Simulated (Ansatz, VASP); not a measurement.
**CdSe: VASP beside Ansatz**

```
Cd Se
1.0
     2.90914    2.90914    0.00000
    -2.90914    2.90914    0.00000
     0.00000    2.90914    2.90914
Cd Se
1 1
Cartesian
  0.0000 0.0000 0.0000
  1.4546 4.3637 1.4546
```

Alike in both runs: task single point; functional LDA; k mesh 6 × 6 × 6; no spin polarisation.

|  | VASP | Ansatz |
| --- | --- | --- |
| version | VASP 6.6.1 | Ansatz 0.2.0 |
| potentials or method | VASP PAW LDA potentials, release 64 (Cd, Se), cutoff 520 eV | all-electron LAPW, scalar-relativistic |
| occupations | gaussian, width 0.01 eV | fixed |

```tsv
	VASP	Ansatz	Ansatz less VASP
gap on the k mesh at the Fermi level (eV)	0.63	0.59	-0.042
pressure (GPa)	7.8	7.0	-0.73
```

LDA's correlation is that of Perdew and Zunger in VASP and of Perdew and Wang (1992) in Ansatz. Ansatz ran all-electron here, and VASP with PAW potentials.
